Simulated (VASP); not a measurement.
Input of a VASP 6.6.1 run:

File POSCAR:

```
B
1.0
    1.8893404384      0.0000000000      0.0000000000
    0.0000000000      1.8893404384      0.0000000000
    0.0000000000      0.0000000000      1.8893404384
B
1
Direct
    0.0000000000      0.0000000000      0.0000000000
```

Contents of INCAR.step1:

```
  ALGO = Normal
  EDIFF = 1E-5
  ENCUT = 550
  GGA = PE
  GGA_COMPAT = False
  ISMEAR = 0
  LASPH = True
  LCHARG = False
  LREAL = False
  LWAVE = True
  NBANDS = 8
  NELM = 120
  PREC = Accurate
  SIGMA = 0.1
```

File INCAR.step2:

```
  ALGO = Normal
  EDIFF = 1E-6
  ENCUT = 550
  GGA_COMPAT = False
  ISIF = 2
  ISMEAR = 0
  ISTART = 1
  LASPH = True
  LCHARG = False
  LMIXTAU = True
  LREAL = False
  LWAVE = False
  METAGGA = R2SCAN
  NBANDS = 8
  NELM = 120
  PREC = Accurate
  SIGMA = 0.1
```

File KPOINTS:

```
k-points
0
Gamma
  8 8 8
```

Potentials or basis: VASP PAW PBE potentials, release 64 (B).

The run is started by

```console
$ cat potpaw_PBE.64/B/POTCAR > POTCAR
$ cp INCAR.step1 INCAR
$ mpirun -np 1 vasp_std > vasp.out
$ cp INCAR.step2 INCAR
$ mpirun -np 1 vasp_std > vasp.out
```

Task: Estimate the pressure.

Result: -0.1 GPa.

Task: Predict the band gap on the k mesh.

Result: Zero (an odd number of electrons rules out a gap without spin polarisation).

Caveat: the k points lie up to 0.42 Å⁻¹ apart, too coarse for converged energies and pressures of a metal; the PAW data sets were made with another functional, which shifts forces and pressure a little.
